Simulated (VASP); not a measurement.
A run of VASP 6.6.1 is set up as follows.

File INCAR:

```
SYSTEM = Ba2C
  ALGO = Normal
  EDIFF = 1E-8
  ENCUT = 520
  GGA = PE
  IBRION = 8
  ISIF = 2
  ISMEAR = -1
  LASPH = .True.
  LCHARG = .False.
  LREAL = .False.
  LWAVE = .False.
  NELM = 100
  NSW = 1
  PREC = Accurate
  SIGMA = 0.15
```

Contents of KPOINTS:

```
k-points
0
Gamma
  10 10 10
  0 0 0
```

File POSCAR:

```
Ba2C
1.0
    0.0000000000      3.5843000000      3.5843000000
    3.5843000000      0.0000000000      3.5843000000
    3.5843000000      3.5843000000      0.0000000000
C Ba
1 2
Direct
    0.0000000000      0.0000000000      0.0000000000
    0.2500000000      0.2500000000      0.2500000000
    0.7500000000      0.7500000000      0.7500000000
```

Potentials or basis: VASP PAW PBE potentials, release 64 (C, Ba_sv).

Run with:

```bash
$ cat potpaw_PBE.64/C/POTCAR potpaw_PBE.64/Ba_sv/POTCAR > POTCAR
$ mpirun -np 1 vasp_std > vasp.out
```

Estimate the highest phonon frequency at Γ, LO-TO splitting left out.

181 cm⁻¹.

Phonon frequencies in cm⁻¹ (negative: imaginary):
| q point | frequencies |
| --- | --- |
| (0.000, 0.000, 0.000) | 0 0 0 74 74 74 181 181 181 |
